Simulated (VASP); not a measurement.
Crystal: VCrC2.

```
Cr V C
1.0
     1.46063    0.84330    4.73939
    -1.46063    0.84330    4.73939
     0.00000   -1.68659    4.73939
Cr V C
1 1 2
Direct
  0.50000 0.50000 0.50000
  0.00000 0.00000 0.00000
  0.24876 0.24876 0.24876
  0.75124 0.75124 0.75124
```

Base run:

| Property | Result |
| --- | --- |
| Program | VASP 6.6.1 |
| Functional | PBE |
| Potentials or basis | VASP PAW PBE potentials, release 64 (Cr_pv, V_sv, C) |
| Cutoff | 520 eV |
| k mesh | 11 × 11 × 11 |
| Occupations | fermi-dirac, width 0.05 eV |
| Spin | collinear spin, ferromagnetic start |
| Starting moments | [3.0, 2.0, 0.0, 0.0] μB |
| Hubbard terms | Cr d U = 3.0 eV, V d U = 3.0 eV |

Its results: pressure 16.8 GPa; net moment 1.93 μB per cell; site moments Cr +2.41; V -0.24; C -0.09 μB; largest force 0.651 eV/Å.

Question: The run is repeated on the same cell with these changes: hubbard terms from Cr d U = 3.0 eV, V d U = 3.0 eV to none. What comes out?

Answer: Pressure -1.8 GPa; net moment 0.41 μB per cell; site moments Cr +0.43; V +0.02; C -0.02 μB; largest force 0.006 eV/Å.

Caveats: an empty level that is flat over the whole mesh can mark a ghost state of the potentials, or a narrow d or f band; the cell stands under pressure (at least some runs); the U is typed as a test and isn't derived for this compound (at least some runs).
